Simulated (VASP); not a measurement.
Write the native input for VASP 6.6.1 that does the following.

```yaml
Task: single point
Functional: PBE
Potentials_or_basis: VASP PAW PBE potentials, release 64 (Co, O)
Cutoff: 520 eV
k_mesh: 12 × 12 × 6
Occupations: gaussian, width 0.05 eV
Spin: collinear spin, antiferromagnetic start
Starting_moments: "[-2.37, 2.37, 0.1, -0.1] μB"
Hubbard_terms: Co d U = 3.32 eV
Dipole_correction: no
Further_INCAR_settings: ALGO = Normal; EDIFF = 1e-07; NBANDS = 27
```

The structure of CoO lies in POSCAR:

```
CoO
1.0
    3.1976457435      0.0000000000      0.0000000000
   -1.5988228718      2.7692424462      0.0000000000
    0.0000000000      0.0000000000      5.2287097100
Co O
2 2
Direct
    0.0000000000      0.0000000000      0.0034741400
    0.3333333300      0.6666666700      0.5033624100
    0.0000000000      0.0000000000      0.3716088500
    0.3333333300      0.6666666700      0.8715556000
```

The input as run:

INCAR

```
SYSTEM = CoO
  ALGO = Normal
  EDIFF = 1E-7
  ENCUT = 520
  GGA = PE
  ISIF = 2
  ISMEAR = 0
  ISPIN = 2
  LASPH = .True.
  LCHARG = .False.
  LDAU = .True.
  LDAUJ = 0 0
  LDAUL = 2 -1
  LDAUPRINT = 1
  LDAUTYPE = 2
  LDAUU = 3.32 0
  LMAXMIX = 4
  LORBIT = 11
  LREAL = .False.
  LWAVE = .False.
  MAGMOM = -2.37 2.37 0.1 -0.1
  NBANDS = 27
  NELM = 150
  PREC = Accurate
  SIGMA = 0.05
```

KPOINTS

```
k-points
0
Gamma
  12 12 6
  0 0 0
```

Potentials or basis: VASP PAW PBE potentials, release 64 (Co, O).

The run is started by

```sh
$ cat potpaw_PBE.64/Co/POTCAR potpaw_PBE.64/O/POTCAR > POTCAR
$ mpirun -np 1 vasp_std > vasp.out
```

It gave:

| Property | Result |
| --- | --- |
| Pressure | 7.6 GPa |
| Largest force | 0.140 eV/Å |
| Band gap on the k mesh | 1.21 eV (least direct gap 1.31 eV) |
| Net moment | 0.00 μB per cell |
| Site moments | Co -2.62, +2.62; O +0.09, -0.09 μB |
| Valence electrons inside the program's atomic spheres | Co 8.00; O 5.03 |

Caveat: the cell stands under pressure.

Run time: 2.2 min on 1 thread of Intel(R) Xeon(R) 6975P-C (Granite Rapids), on a shared host, peak memory 0.3 GiB.
